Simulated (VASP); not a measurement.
Write the native input for VASP 6.6.1 that does the following.

```yaml
Task: single point
Functional: LDA
Potentials_or_basis: VASP PAW LDA potentials, release 64 (Ga_d, As)
Cutoff: 520 eV
k_mesh: 7 × 7 × 7
Occupations: gaussian, width 0.02 eV
Spin: no spin polarisation
Dipole_correction: no
Further_INCAR_settings: ALGO = Normal; EDIFF = 1e-07; NBANDS = 16
```

The structure of GaAs lies in POSCAR:

```
GaAs
1.0
    0.0000000000      2.8007636761      2.8007636761
    2.8007636761      0.0000000000      2.8007636761
    2.8007636761      2.8007636761      0.0000000000
Ga As
1 1
Direct
    0.0000000000      0.0000000000      0.0000000000
    0.2500000000      0.2500000000      0.2500000000
```

The input as run:

INCAR

```
SYSTEM = GaAs
PREC = Accurate ; ENCUT = 520
EDIFF = 1E-7 ; ISMEAR = 0
SIGMA = 0.02 ; LREAL = .FALSE.
LASPH = .TRUE. ; NELM = 80
ALGO = Normal ; ISIF = 2
LWAVE = .FALSE. ; LCHARG = .FALSE.
GGA = CA ; NBANDS = 16
```

KPOINTS

```
Automatic mesh
0
G
  7 7 7
  0 0 0
```

Potentials or basis: VASP PAW LDA potentials, release 64 (Ga_d, As).

The run is started by

```sh
$ cat potpaw_LDA.64/Ga_d/POTCAR potpaw_LDA.64/As/POTCAR > POTCAR
$ mpirun -np 1 vasp_std > vasp.out
```

Results of the run:

- Pressure: 0.4 GPa
- Band gap on the k mesh: 0.54 eV, direct

It took 12 s on 1 thread of Intel(R) Xeon(R) Platinum 8124M CPU @ 3.00GHz (Skylake/Cascade Lake) (shared host), peak memory 0.15 GiB.
